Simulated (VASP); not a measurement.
Write the native input for VASP 6.6.1 that does the following.

```yaml
Task: single point
Functional: PBE
Potentials_or_basis: VASP PAW PBE potentials, release 64 (Si)
Cutoff: 520 eV
k_mesh: 8 × 8 × 6
Occupations: gaussian, width 0.05 eV
Spin: no spin polarisation
Dipole_correction: no
Further_INCAR_settings: ALGO = Normal; EDIFF = 1e-06; NBANDS = 16
```

The structure of Si lies in POSCAR:

```
Si
1.0
    0.0000000000     -2.8031297782     -2.8031297782
    0.0000000000      2.8031297782     -2.8031297782
    5.6062595564      0.0000000000      0.0000000000
Si
4
Direct
    0.5039640536      0.5145972412      0.0000000000
   -0.0039640536     -0.0145972412      0.5000000000
    1.0039640536      0.4854027588      0.2500000000
    0.4960359464      0.0145972412      0.7500000000
```

This cell differs from its parent crystal: atoms displaced along a vibrational mode, the cell strained.

These files were run (other wordings do the same):

INCAR

```
PREC = Accurate ; ENCUT = 520
EDIFF = 1E-6 ; ISMEAR = 0
SIGMA = 0.05 ; LREAL = False
LASPH = True ; NELM = 100
ALGO = Normal ; ISIF = 2
LWAVE = False ; LCHARG = False
GGA = PE ; NBANDS = 16
```

KPOINTS

```
regular mesh
0
Gamma
  8 8 6
```

Potentials or basis: VASP PAW PBE potentials, release 64 (Si).

Run with:

```bash
$ cat potpaw_PBE.64/Si/POTCAR > POTCAR
$ mpirun -np 1 vasp_std > vasp.out
```

Results of the run:

```
Pressure               : -5.7 GPa
Largest force          : 0.164 eV/Å
Band gap on the k mesh : 0.74 eV
```

Caveat: the cell differs from its parent crystal (atoms displaced along a vibrational mode, the cell strained); the cell stands under tension.

It took 36 s on 1 thread of Intel(R) Xeon(R) 6975P-C (Granite Rapids), with other jobs on the host, peak memory 0.24 GiB.
